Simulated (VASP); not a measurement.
Runs of VASP 6.6.1 on GaAs. The structure is that of space group F-43m (No. 216), or close to it. The cells are those of the table. 

| level | cell | k mesh | gap on the mesh (eV) | pressure (GPa) |
| --- | --- | --- | --- | --- |
| r2SCAN | a = 4.007 Å, angles 60.0°, 2 atoms | 6 × 6 × 6 | 0.94 | 0.1 |
| r2SCAN | a = 4.007 Å, angles 60.0°, 2 atoms | 8 × 8 × 8 | 0.94 | 0.1 |
| PBE | a = 4.141 Å, angles 60.0°, 2 atoms | 6 × 6 × 6 | none | -2.8 |
| PBE | a = 3.978 Å, angles 60.0°, 2 atoms | 6 × 6 × 6 | 0.63 | 4.6 |
| r2SCAN | a = 4.085 Å, angles 60.0°, 2 atoms | 6 × 6 × 6 | 0.48 | -3.6 |
| PBE | a = 4.020 Å, angles 60.0°, 2 atoms | 6 × 6 × 6 | 0.39 | 2.2 |
| PBE | a = 4.102 Å, angles 60.0°, 2 atoms | 6 × 6 × 6 | none | -1.3 |
| PBE | a = 4.007 Å, angles 60.0°, 2 atoms | 8 × 8 × 8 | (d) | (a) |
| r2SCAN | a = 3.966 Å, angles 60.0°, 2 atoms | 6 × 6 × 6 | (b) | 2.5 |
| PBE | a = 4.061 Å, angles 60.0°, 2 atoms | 6 × 6 × 6 | 0.17 | 0.2 |
| r2SCAN | a = 3.925 Å, angles 60.0°, 2 atoms | 6 × 6 × 6 | 1.45 | 5.3 |
| r2SCAN | a = 4.046 Å, angles 60.0°, 2 atoms | 6 × 6 × 6 | 0.71 | (c) |

Alike in all rows: task single point; potentials or basis VASP PAW PBE potentials, release 64 (Ga_d, As); no spin polarisation; cutoff (eV) 520; smearing gaussian 0.01 eV.

**Question.** Fill in the values left out.

**Answer.** (a) 2.9; (b) 1.19; (c) -1.9; (d) 0.47.

Caveats: the PAW data sets were made with another functional, which shifts forces and pressure a little (some runs).

A k mesh can miss the band edges, and the runs leave out spin-orbit coupling on As, Ga.

A gap of «none» marks levels without a gap at the run's occupations.
